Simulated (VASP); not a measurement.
Wanted: the native input for a VASP 6.6.1 run.

- Task: single point
- Functional: BLYP
- Dispersion: D4
- Potentials or basis: VASP PAW PBE potentials, release 64 (Te, Mo_sv)
- Cutoff: 520 eV
- k mesh: 4 × 8 × 2
- Occupations: fermi-dirac, width 0.05 eV
- Spin: no spin polarisation
- Dipole correction: no
- Further INCAR settings: ALGO = Fast; EDIFF = 1e-06; NBANDS = 64

The structure of Te2Mo lies in POSCAR:

```
Te2Mo
1.0
    6.3750897542      0.0000000000     -0.0486832856
    0.0000000000      3.5513924040      0.0000000000
   -0.6654638675      0.0000000000     13.3722416676
Te Mo
8 4
Direct
    0.0597631643      0.5000000000      0.3924412338
    0.9401309937      0.0000000000      0.6075543035
    0.5641647573      0.0000000000      0.3462593282
    0.4357355598      0.5000000000      0.6537425846
    0.0956473623      0.0000000000      0.1541854242
    0.9044502657      0.5000000000      0.8458134314
    0.5876323506      0.5000000000      0.1071897137
    0.4124743181      0.0000000000      0.8928123421
    0.3199956944      0.0000000000      0.5065935591
    0.6798979062      0.5000000000      0.4934070595
    0.1820502572      0.5000000000      0.0077446585
    0.8180563606      0.0000000000      0.9922553514
```

The input as run:

INCAR

```
SYSTEM = Te2Mo
PREC = Accurate
ENCUT = 520
EDIFF = 1E-6
ISMEAR = -1
SIGMA = 0.05
LREAL = .FALSE.
LASPH = .TRUE.
NELM = 60
ALGO = Fast
ISIF = 2
LWAVE = .FALSE.
LCHARG = .TRUE.
GGA = B5
ALDAX = 1.0
AGGAX = 1.0
AGGAC = 1.0
ALDAC = 0.0
IVDW = 13
VDW_S6 = 1.0
VDW_S8 = 2.34076671
VDW_A1 = 0.44488865
VDW_A2 = 4.0933009
LELF = .TRUE.
LVHAR = .TRUE.
NBANDS = 64
```

KPOINTS

```
Automatic mesh
0
G
  4 8 2
  0 0 0
```

Potentials or basis: VASP PAW PBE potentials, release 64 (Te, Mo_sv).

Command:

```bash
$ cat potpaw_PBE.64/Te/POTCAR potpaw_PBE.64/Mo_sv/POTCAR > POTCAR
$ mpirun -np 1 vasp_std > vasp.out
```

Results of the run:

The pressure is 0.3 GPa and the largest force is 0.053 eV/Å. The band gap on the k mesh is zero (bands 52 and 53 overlap by 0.47 eV). The dispersion energy per atom is -1.055 eV.

Caveat: the dispersion term is far too large for a dense solid, which distorts pressure and volume; the PAW data sets were made with another functional, which shifts forces and pressure a little; spin-orbit coupling is left out, which moves the levels of the heavy elements.

Wall time 17 min on 1 thread of Oxide Virtual Turin-like Processor (shared host), peak memory 0.59 GiB.
